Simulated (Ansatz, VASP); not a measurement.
Si4O7: VASP beside Ansatz

```
CELL_PARAMETERS angstrom
5.07998 0.00000 0.00000
0.00000 5.07998 0.00000
0.00000 0.00000 7.09148
ATOMIC_POSITIONS crystal
Si 0.29443 0.29443 0.00000
Si 0.20557 0.79443 0.25000
Si 0.70557 0.70557 0.50000
Si 0.79443 0.20557 0.75000
O 0.40537 0.74096 0.42483
O 0.75904 0.90537 0.67483
O 0.59463 0.25904 0.92483
O 0.74096 0.40537 0.57517
O 0.04888 0.96062 0.26088
O 0.25904 0.59463 0.07517
O 0.09463 0.24096 0.82517
```

Change from the starting cell: O vacancy; atom 9 moved 0.500 of the way to it and +0.225 Å across, host rigid.

Alike in both runs: task single point; functional PBE; k mesh 4 × 4 × 4; occupations gaussian, width 0.05 eV; no spin polarisation.

|  | VASP | Ansatz |
| --- | --- | --- |
| version | VASP 6.6.1 | Ansatz 0.2.0 |
| potentials or method | VASP PAW PBE potentials, release 64 (Si, O), cutoff 520 eV | scalar-relativistic, plane waves, PAW |
| valence electrons in the cell | 58 | 58 |

|  | VASP | Ansatz | Ansatz less VASP |
| --- | --- | --- | --- |
| gap on the k mesh at the Fermi level (eV) | 0.24 | 0.22 | -0.018 |
| least direct gap on the mesh (eV) | 0.75 | 0.74 | -0.010 |
| pressure (GPa) | 19.4 | 20.7 | +1.27 |
| traceless stress, the component that is largest in VASP (GPa) | -28.62 | -30.41 | -1.789 |
| rms of the force components (eV/Å) | 13.267 | 14.169 | +0.9016 |

Atom by atom the forces differ by 0.903 eV/Å (rms over components). The functional is the same, so the differences come from potentials, cutoffs and numerics.
